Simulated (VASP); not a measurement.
Write the native input for VASP 6.6.1 that does the following.

* Task: single point
* Functional: PBE
* Potentials or basis: VASP PAW PBE potentials, release 64 (Mg, Sb, Sn_d)
* Cutoff: 520 eV
* k mesh: 4 × 4 × 4
* Occupations: fermi-dirac, width 0.02 eV
* Spin: no spin polarisation
* Dipole correction: no
* Further INCAR settings: ALGO = Normal; EDIFF = 1e-06; NBANDS = 21

The structure of MgSnSb2 lies in POSCAR:

```
MgSnSb2
1.0
    4.6604181254      0.0000000000      0.0000000000
    0.0000000000      4.6604181254      0.0000000000
    0.0000000000      0.0000000000      6.5849652587
Mg Sb Sn
1 2 1
Direct
    0.0000000000      0.0000000000      0.0000000000
    0.0000000000      0.5000000000      0.2409840633
    0.5000000000      0.0000000000      0.7590159367
    0.5000000000      0.5000000000      0.5000000000
```

The input as run:

INCAR

```
SYSTEM = MgSnSb2
PREC = Accurate
ENCUT = 520
EDIFF = 1E-6
ISMEAR = -1
SIGMA = 0.02
LREAL = .False.
LASPH = .True.
NELM = 100
ALGO = Normal
ISIF = 2
LWAVE = .False.
LCHARG = .False.
GGA = PE
NBANDS = 21
```

KPOINTS

```
Automatic mesh
0
Gamma
  4 4 4
  0 0 0
```

Potentials or basis: VASP PAW PBE potentials, release 64 (Mg, Sb, Sn_d).

Launch:

```bash
$ cat potpaw_PBE.64/Mg/POTCAR potpaw_PBE.64/Sb/POTCAR potpaw_PBE.64/Sn_d/POTCAR > POTCAR
$ mpirun -np 1 vasp_std > vasp.out
```

It gave:

```yaml
Pressure: 0.2 GPa
Largest_force: 0.006 eV/Å
Band_gap_on_the_k_mesh: zero (bands 13 and 14 overlap by 0.18 eV)
```

Caveat: semilocal functionals underestimate gaps, and a narrow one can read as zero; spin-orbit coupling is left out, which moves the levels of the heavy elements.

Run time: 86 s on 1 thread of Intel Xeon 8259CL, on a shared host, peak memory 0.27 GiB.
